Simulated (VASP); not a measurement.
A run of VASP 6.6.1 is set up as follows.

INCAR

```
SYSTEM = W
ALGO = Normal
EDIFF = 1E-6
ENCUT = 520
GGA = PS
ISIF = 2
ISMEAR = -1
LASPH = .True.
LCHARG = .True.
LELF = .True.
LREAL = .False.
LVHAR = .True.
LWAVE = .False.
NBANDS = 13
NELM = 80
PREC = Accurate
SIGMA = 0.1
```

KPOINTS

```
k-points
0
Gamma
  14 14 14
  0 0 0
```

Contents of POSCAR:

```
W
1.0
    0.0000000000      1.9996739974      1.9996739974
    1.9996739974      0.0000000000      1.9996739974
    1.9996739974      1.9996739974      0.0000000000
W
1
Direct
    0.0000000000      0.0000000000      0.0000000000
```

Potentials or basis: VASP PAW PBE potentials, release 64 (W_sv).

The run is started by

```sh
$ cat potpaw_PBE.64/W_sv/POTCAR > POTCAR
$ mpirun -np 1 vasp_std > vasp.out
```

(1) What does it give for the band gap on the k mesh?

(2) What does it give for the pressure?

## Answers

(1) zero (band 7 reaches 13.89 eV, above the bottom of band 8 at 10.08 eV).

(2) 0.7 GPa.

Caveat: the PAW data sets were made with another functional, which shifts forces and pressure a little; spin-orbit coupling is left out, which moves the levels of the heavy elements.
